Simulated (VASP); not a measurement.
Set up this calculation in VASP 6.6.1, as the native input.

- Task: relaxation of the atoms
- Functional: PBE
- Dispersion: D3(BJ)
- Potentials or basis: VASP PAW PBE potentials, release 64 (Au)
- Cutoff: 520 eV
- k mesh: 12 × 12 × 1
- Occupations: gaussian, width 0.1 eV
- Spin: no spin polarisation
- Dipole correction: yes
- Atoms held fixed (from 0): [0, 1]
- Further INCAR settings: ALGO = Normal; EDIFF = 1e-07; IBRION = 2; EDIFFG = -0.03; NSW = 90

The structure of Au lies in POSCAR:

```
Au
1.0
    2.9014064944      0.0000000000      0.0000000000
   -1.4507032472      2.5126917308      0.0000000000
    0.0000000000      0.0000000000     24.1069654476
Au
4
Selective dynamics
Direct
    0.6666666667      0.3333333333      0.3525951874  F F F
    0.3333333333      0.6666666667      0.4508650625  F F F
    0.0000000000      0.0000000000      0.5491349375  T T T
    0.6666666667      0.3333333333      0.6474048126  T T T
```

The input as run:

INCAR

```
ALGO = Normal
DIPOL = 0.5 0.5 0.500
EDIFF = 1E-7
EDIFFG = -0.03
ENCUT = 520
GGA = PE
IBRION = 2
IDIPOL = 3
ISIF = 2
ISMEAR = 0
IVDW = 12
LASPH = True
LCHARG = False
LDIPOL = True
LREAL = False
LWAVE = False
NELM = 80
NSW = 90
PREC = Accurate
SIGMA = 0.1
```

KPOINTS

```
k-points
0
Gamma
  12 12 1
```

Potentials or basis: VASP PAW PBE potentials, release 64 (Au).

The run is started by

```sh
$ cat potpaw_PBE.64/Au/POTCAR > POTCAR
$ mpirun -np 1 vasp_std > vasp.out
```

It gave:

The energy gained by relaxing is 0.7 meV/atom and the ionic steps are 3. The band gap on the k mesh is zero (bands 22 and 23 overlap by 4.87 eV). The dispersion energy per atom is -0.497 eV.

Caveat: spin-orbit coupling is left out, which moves the levels of the heavy elements.

Wall time 4.3 min on 1 thread of Oxide Virtual Turin-like Processor (shared host), peak memory 0.32 GiB.
